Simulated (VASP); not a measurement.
# C6F in VASP: single point with PBE+D3(BJ)

Aim: the single point of C6F with PBE+D3(BJ).

Program: VASP 6.6.1. These are calculated values, not measurements. Logs are shortened: lines on timing, memory, paths and dates and some standing lists are left out, and cuts for length are marked.

### 1 The cell of the first run

The cell holds a slab with vacuum, 7 atoms: a = 2.465 Å, b = 2.465 Å, c = 25.749 Å, α = 90.00°, β = 90.00°, γ = 60.00°.

### 2 Single point, PBE+D3(BJ), collinear spin, ferromagnetic start

INCAR reads:

```
SYSTEM = C6F
ALGO     = Normal         ! electronic algorithm
DIPOL    = 0.5 0.5 0.495
EDIFF    = 1E-6           ! SCF threshold, eV
ENCUT    = 520            ! plane-wave cutoff, eV
GGA      = PE             ! functional
IDIPOL   = 3            
ISIF     = 2              ! what is computed and relaxed
ISMEAR   = 0              ! smearing method
ISPIN    = 2              ! spin polarisation
IVDW     = 12             ! dispersion correction
LASPH    = .True.         ! aspherical terms in the spheres
LCHARG   = .True.         ! write CHGCAR
LDIPOL   = .True.       
LELF     = .True.         ! ELF
LORBIT   = 11             ! projections on sites
LREAL    = .False.        ! projectors in reciprocal space
LVACPOTAV= .True.       
LVHAR    = .True.       
LWAVE    = .False.        ! write WAVECAR
MAGMOM   = 0 0 0 0 0 0 1  ! initial moments
NBANDS   = 28             ! bands
NELM     = 150            ! most SCF steps
PREC     = Accurate       ! precision mode
SIGMA    = 0.05           ! smearing width, eV
```

KPOINTS reads:

```
k-points
0
Gamma
  12 12 1
  0 0 0
```

POSCAR reads:

```
C6F
1.0
    2.4649373947      0.0000000000      0.0000000000
    1.2324826697      2.1346903356      0.0000000000
    0.0000000000      0.0000000000     25.7486608086
C F
6 1
Direct
    0.1656238016      0.1656238016      0.3301142558
    0.4989565373      0.4989565373      0.3301441471
    0.4979139711      0.4979139711      0.4611480831
    0.8312467067      0.8312467067      0.4611779744
    0.8302041406      0.8302041406      0.5921819104
    0.1635368762      0.1635368762      0.5922118017
    0.1635368762      0.1635368762      0.7008791268
```

Potentials or basis: VASP PAW PBE potentials, release 64 (C, F).

On the command line:

```sh
cat potpaw_PBE.64/C/POTCAR potpaw_PBE.64/F/POTCAR > POTCAR
mpirun -np 1 vasp_std > vasp.out
```

OUTCAR:

```text
SYSTEM = C6F
   EDIFF = 1E-6
   ENCUT = 520
   GGA = PE
   ISIF = 2
   ISMEAR = 0
   ISPIN = 2
   IVDW = 12
   LASPH = .True.
   LORBIT = 11
   LREAL = .False.
   NELM = 150
   PREC = Accurate
 IVDW          = 12

 ion  position               nearest neighbor table
   1  0.166  0.166  0.330-   2 1.42   2 1.42   2 1.42
   2  0.499  0.499  0.330-   1 1.42   1 1.42   1 1.42
   3  0.498  0.498  0.461-   4 1.42   4 1.42   4 1.42
   4  0.831  0.831  0.461-   3 1.42   3 1.42   3 1.42
   5  0.830  0.830  0.592-   6 1.42   6 1.42   6 1.42
   6  0.164  0.164  0.592-   5 1.42   5 1.42   5 1.42
   7  0.164  0.164  0.701-

  LATTYP: Found a hexagonal cell.
 ALAT       =     2.4649373947
 C/A-ratio  =    10.4459694853

  Lattice vectors:

 A1 = (  -1.2324826697,  -2.1346903356,   0.0000000000)
 A2 = (   2.4649373947,   0.0000000000,   0.0000000000)
 A3 = (   0.0000000000,   0.0000000000,  25.7486608086)

Analysis of symmetry for initial positions (statically):
=====================================================================
 Subroutine PRICEL returns:
 Original cell was already a primitive cell.

 Routine SETGRP: Setting up the symmetry group for a
 hexagonal supercell.

 Subroutine GETGRP returns: Found  2 space group operations
 (whereof  2 operations were pure point group operations)
 out of a pool of 24 trial point group operations.

The static configuration has the point symmetry C_1h.

Analysis of symmetry for dynamics (positions and initial velocities):
=====================================================================
 Subroutine PRICEL returns:
 Original cell was already a primitive cell.

 Routine SETGRP: Setting up the symmetry group for a
 hexagonal supercell.

 Subroutine GETGRP returns: Found  2 space group operations
 (whereof  2 operations were pure point group operations)
 out of a pool of 24 trial point group operations.

The dynamic configuration has the point symmetry C_1h.

Analysis of structural, dynamic, and magnetic symmetry:
=====================================================================
 Subroutine PRICEL returns:
 Original cell was already a primitive cell.

 Routine SETGRP: Setting up the symmetry group for a
 hexagonal supercell.

 Subroutine GETGRP returns: Found  2 space group operations
 (whereof  2 operations were pure point group operations)
 out of a pool of 24 trial point group operations.

The overall configuration has the point symmetry C_1h.

 Subroutine INISYM returns: Found  2 space group operations
 (whereof  2 operations are pure point group operations),
 and found     1 'primitive' translations

----------------------------------------------------------------------------------------

                                     Primitive cell

  volume of cell :     135.4863

  direct lattice vectors                    reciprocal lattice vectors
     2.464937395  0.000000000  0.000000000     0.405689817 -0.234228665  0.000000000
     1.232482670  2.134690336  0.000000000     0.000000000  0.468452020  0.000000000
     0.000000000  0.000000000 25.748660809     0.000000000  0.000000000  0.038836971

  length of vectors
     2.464937395  2.464937395 25.748660809     0.468452020  0.468452020  0.038836971

  position of ions in fractional coordinates (direct lattice)
     0.165623802  0.165623802  0.330114256
     0.498956537  0.498956537  0.330144147
     0.497913971  0.497913971  0.461148083
     0.831246707  0.831246707  0.461177974
     0.830204141  0.830204141  0.592181910
     0.163536876  0.163536876  0.592211802
     0.163536876  0.163536876  0.700879127

  ion indices of the primitive-cell ions
   primitive index   ion index
                 1           1
                 2           2
                 3           3
                 4           4
                 5           5
                 6           6
[... 53 lines left out ...]
 -0.083333  0.333333  0.000000      4.000000
 [... further k-points ...]
   k-points           NKPTS =     43   k-points in BZ     NKDIM =     43   number of bands    NBANDS=     28
   number of dos      NEDOS =    301   number of ions     NIONS =      7
   total plane-waves  NPLWV =  62208
   dimension x,y,z NGX =    18 NGY =   18 NGZ =  192
   dimension x,y,z NGXF=    36 NGYF=   36 NGZF=  384
   ions per type =               6   1
   NGX,Y,Z   is equivalent  to a cutoff of  12.14, 12.14, 12.40 a.u.
   NGXF,Y,Z  is equivalent  to a cutoff of  24.28, 24.28, 24.79 a.u.
 SYSTEM =  C6F
   PREC   = accura    normal or accurate (medium, high low for compatibility)
   ISTART =      0    job   : 0-new  1-cont  2-samecut
   ICHARG =      2    charge: 1-file 2-atom 10-const
   ISPIN  =      2    spin polarized calculation?
   LNONCOLLINEAR =      F non collinear calculations
   LSORBIT =      F    spin-orbit coupling
   LASPH  =      T    aspherical Exc in radial PAW
   ENCUT  =  520.0 eV  38.22 Ry    6.18 a.u.   4.58  4.58 47.88*2*pi/ulx,y,z
   NELM   =    150;   NELMIN=  2; NELMDL= -5     # of ELM steps
   EDIFF  = 0.1E-05   stopping-criterion for ELM
   LREAL  =      F    real-space projection
   EDIFFG = 0.1E-04   stopping-criterion for IOM
   NSW    =      0    number of steps for IOM
   IBRION =     -1    ionic relax: 0-MD 1-quasi-New 2-CG
   NFREE  =      0    steps in history (QN), initial steepest desc. (CG)
   ISIF   =      2    stress and relaxation
   ISYM   =      2    0-nonsym 1-usesym 2-fastsym
   POTIM  = 0.5000    time-step for ionic-motion
   TEBEG  =    0.0;   TEEND  =   0.0 temperature during run
   PSTRESS=    0.0 pullay stress
   NELECT =      31.0000    total number of electrons
   NUPDOWN=      -1.0000    fix difference up-down
   EMIN   =  10.00;   EMAX   =-10.00  energy-range for DOS
   EFERMI =   0.00;   METHOD = LEGACY
   ISMEAR =     0;   SIGMA  =   0.05  broadening in eV -4-tet -1-fermi 0-gaus
   EFERMI_NEDOS =   21; number of points for ismear=-14 and -15
   IALGO  =     38    algorithm
   IMIX   =      4    mixing-type and parameters
     AMIX     =   0.40;   BMIX     =  1.00
     AMIX_MAG =   1.60;   BMIX_MAG =  1.00
  volume/ion in A,a.u.               =      19.36       130.62
  Fermi-wavevector in a.u.,A,eV,Ry     =   1.001299  1.892180 13.641185  1.002599
  Thomas-Fermi vector in A             =   2.133711
   LORBIT       =     11    0 simple, 1 ext, 2 COOP (PROOUT), +10 PAW based schemes
   GGA     = PE    functional components
   LHFCALC =     F    Hartree Fock is set to
   AEXX    =    0.0000 exact exchange contribution
   IVDW    =    12    specifies the selected vdW correction
   LEPSILON=     F    determine dielectric tensor
   LRPA    =     F    only Hartree local field effects (RPA)
 spin polarized calculation
 Gauss-broadening in eV      SIGMA  =   0.05
  energy-cutoff  :      520.00
  volume of cell :      135.49
 maximum number of plane-waves:      3696
   NGX =  9   NGY =  9   NGZ = 95

 dipolmoment           0.000000      0.000000     -0.101670 electrons x Angstroem

 number of electron      30.9999993 magnetization       0.9467044

 dipolmoment           0.000000      0.000000      0.172040 electrons x Angstroem

 Free energy of the ion-electron system (eV)
  ---------------------------------------------------
  ext. energy  EPLUGINS =         0.00000000
  ---------------------------------------------------
  free energy    TOTEN  =       -56.67672718 eV

  energy without entropy =      -56.67585050  energy(sigma->0) =      -56.67628884

 E-fermi :  -2.4236     XC(G=0):  -5.1908

 val. band max:       -2.4818996532   @ k =  -0.2500   0.3333   0.0000
 cond. band min:      -2.4053790280   @ k =  -0.3333   0.3333   0.0000
 fundamental gap:      0.0765206252
 Fermi energy:        -2.4235877073

 spin component 1

 k-point     1 :       0.0000    0.0000    0.0000
  band No.  band energies     occupation
      1     -24.2242      1.00000
      2     -21.9538      1.00000
      3     -21.7658      1.00000
      4     -20.8710      1.00000
      5     -10.4657      1.00000
      6      -9.6184      1.00000
[... 709 lines left out ...]
     26       9.2323      0.00000
     27      10.1336      0.00000

 [... further k-points ...]

 spin component 2

 k-point     1 :       0.0000    0.0000    0.0000
  band No.  band energies     occupation
      1     -22.6350      1.00000
      2     -21.9531      1.00000
      3     -21.7635      1.00000
      4     -20.8280      1.00000
      5     -10.4597      1.00000
      6      -9.6015      1.00000
[... 709 lines left out ...]
     26       9.1921      0.00000
     27       9.9817      0.00000

 [... further k-points ...]

 [bands above 27 left out]

------------------------ aborting loop because EDIFF is reached ----------------------------------------

 Edisp (eV)   -0.86981

 E8    (eV) :    -0.2508

  FORCE on cell =-STRESS in cart. coord.  units (eV):
  Direction    XX          YY          ZZ          XY          YZ          ZX
  --------------------------------------------------------------------------------------
  -------------------------------------------------------------------------------------
  Total      -0.54741    -0.54620    -0.03629    -0.00105     0.00025     0.00043
  in kB      -6.47329    -6.45898    -0.42910    -0.01240     0.00295     0.00511
  external pressure =       -4.45 kB  Pullay stress =        0.00 kB

 VOLUME and BASIS-vectors are now :
 -----------------------------------------------------------------------------
  energy-cutoff  :      520.00
  volume of cell :      135.49
      direct lattice vectors                 reciprocal lattice vectors
     2.464937395  0.000000000  0.000000000     0.405689817 -0.234228665  0.000000000
     1.232482670  2.134690336  0.000000000     0.000000000  0.468452020  0.000000000
     0.000000000  0.000000000 25.748660809     0.000000000  0.000000000  0.038836971

 POSITION                                       TOTAL-FORCE (eV/Angst)
 -----------------------------------------------------------------------------------
      0.61238      0.35356      8.50000         0.000306      0.000177     -0.002178
      1.84485      1.06512      8.50077        -0.000372     -0.000215      0.000917
      1.84100      1.06289     11.87395         0.000436      0.000251     -0.016480
      3.07347      1.77445     11.87472        -0.000786     -0.000454      0.011713
      3.06961      1.77223     15.24789        -0.000191     -0.000110     -0.041126
      0.60466      0.34910     15.24866         0.000192      0.000111      0.045102
      0.60466      0.34910     18.04670         0.000415      0.000240      0.002052
 -----------------------------------------------------------------------------------
    total drift:                               -0.000401     -0.000231      0.000606

  FREE ENERGIE OF THE ION-ELECTRON SYSTEM (eV)
  ---------------------------------------------------
  free  energy   TOTEN  =       -57.5465371911 eV

  energy  without entropy=      -57.5456605097  energy(sigma->0) =      -57.54609885

 vacuum level on the upper side and lower side of the slab         7.785         1.871

 total charge

# of ion       s       p       d       tot
------------------------------------------
    1        0.863   1.787   0.000   2.651
    2        0.863   1.788   0.000   2.651
    3        0.863   1.787   0.000   2.651
    4        0.864   1.785   0.000   2.649
    5        0.866   1.778   0.000   2.643
    6        0.866   1.776   0.000   2.642
    7        1.763   4.026   0.000   5.789
--------------------------------------------------
tot          6.948  14.727   0.000  21.675

 magnetization (x)

# of ion       s       p       d       tot
------------------------------------------
    1        0.000   0.001   0.000   0.001
    2       -0.000  -0.000   0.000  -0.000
    3        0.000   0.002   0.000   0.002
    4       -0.000  -0.000   0.000  -0.000
    5        0.001   0.018   0.000   0.018
    6        0.000   0.012   0.000   0.013
    7        0.004   0.809   0.000   0.813
--------------------------------------------------
tot          0.005   0.842   0.000   0.847
```

Run time: 7.4 min. Hardware: 1 thread of Intel Xeon Platinum 8488C (Sapphire Rapids), shared host; peak memory 0.43 GiB.

What came out:

* Free energy: -57.5465 eV
* Largest force: 0.045 eV/Å
* Net moment: 0.95 μB per cell
* Site moments: C +0.00, -0.00, +0.02, +0.01; F +0.81 μB
* Valence electrons inside the program's atomic spheres: C 2.65, 2.64; F 5.79
* Dispersion energy per atom: -0.124 eV

Forces in eV/Å, atoms in the order of the input:
```
C    0.000  0.000 -0.002
C    0.000  0.000  0.001
C    0.000  0.000 -0.016
C   -0.001  0.000  0.012
C    0.000  0.000 -0.041
C    0.000  0.000  0.045
F    0.000  0.000  0.002
```
